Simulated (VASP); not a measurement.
Write the native input for VASP 6.6.1 that does the following.

```
Task                   : single point
Functional             : PBEsol
Potentials or basis    : VASP PAW PBE potentials, release 64 (Nb_sv, P)
Cutoff                 : 520 eV
k mesh                 : 9 × 9 × 9
Occupations            : fermi-dirac, width 0.05 eV
Spin                   : no spin polarisation
Dipole correction      : no
Further INCAR settings : ALGO = Normal; EDIFF = 1e-06; NBANDS = 26
```

The structure of NbP lies in POSCAR:

```
NbP
1.0
   -1.6749232544      1.6749232544      5.9697125029
    1.6749232544     -1.6749232544      5.9697125029
    1.6749232544      1.6749232544     -5.9697125029
Nb P
2 2
Direct
    0.2498808000      0.7498808000      0.5000000000
    0.4998808000      0.4998808000      0.0000000000
    0.8327477700      0.3327477700      0.5000000000
    0.0827477700      0.0827477700      0.0000000000
```

These files were run (other wordings do the same):

INCAR

```
SYSTEM = NbP
  ALGO = Normal
  EDIFF = 1E-6
  ENCUT = 520
  GGA = PS
  ISIF = 2
  ISMEAR = -1
  LASPH = .True.
  LCHARG = .False.
  LREAL = .False.
  LWAVE = .False.
  NBANDS = 26
  NELM = 100
  PREC = Accurate
  SIGMA = 0.05
```

KPOINTS

```
k-points
0
Gamma
  9 9 9
  0 0 0
```

Potentials or basis: VASP PAW PBE potentials, release 64 (Nb_sv, P).

Launch:

```sh
$ cat potpaw_PBE.64/Nb_sv/POTCAR potpaw_PBE.64/P/POTCAR > POTCAR
$ mpirun -np 1 vasp_std > vasp.out
```

It gave:

```
Pressure               : -12.1 GPa
Largest force          : 0.182 eV/Å
Band gap on the k mesh : zero (band 18 reaches 10.12 eV, above the bottom of band 19 at 9.91 eV)
```

Caveat: the PAW data sets were made with another functional, which shifts forces and pressure a little.

Run time: 3.8 min on 1 thread of AMD EPYC 9R45 96-Core Processor (Zen 5), on a shared host, peak memory 0.34 GiB.
